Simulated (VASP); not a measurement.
Ba2TeS, 4 atoms in the cell. It takes space group R-3m (No. 166, trigonal). Conventional cell: a = 4.563 Å, b = 4.563 Å, c = 23.468 Å, α = 90.00°, β = 90.00°, γ = 120.00°. S (site symmetry -3m) has 6 Ba at 3.18 Å within 4.2 Å. Within 4.8 Å of Te (site symmetry -3m) lie 6 Ba at 3.39 Å and 6 Te at 4.56 Å and 6 S at 4.72 Å. Ba (site symmetry 3m) has 3 S at 3.18 Å and 3 Te at 3.39 Å within 4.2 Å.  This cell differs from its parent crystal: biaxial xy strain -4.0%.

* Program: VASP 6.6.1
* Task: single point
* Functional: r2SCAN
* Potentials or basis: VASP PAW PBE potentials, release 64 (S, Te, Ba_sv)
* Cutoff: 520 eV
* k mesh: 6 × 6 × 6
* Occupations: gaussian, width 0.01 eV
* Spin: no spin polarisation
* Dipole correction: no
* Further INCAR settings: ALGO = Normal; EDIFF = 1e-06; NBANDS = 24

Potentials or basis: VASP PAW PBE potentials, release 64 (S, Te, Ba_sv).

The run is started by

```bash
$ cat potpaw_PBE.64/S/POTCAR potpaw_PBE.64/Te/POTCAR potpaw_PBE.64/Ba_sv/POTCAR > POTCAR
$ cp INCAR.step1 INCAR
$ mpirun -np 1 vasp_std > vasp.out
$ cp INCAR.step2 INCAR
$ mpirun -np 1 vasp_std > vasp.out
```

Hardware: 1 thread of Intel(R) Xeon(R) Platinum 8488C (Sapphire Rapids), with other jobs on the host.

Problem. How long does it take, and how much memory?

Solution. Wall time 21 min on 1 thread of Intel(R) Xeon(R) Platinum 8488C (Sapphire Rapids) (shared host), peak memory 0.69 GiB. Counts: k points 32.
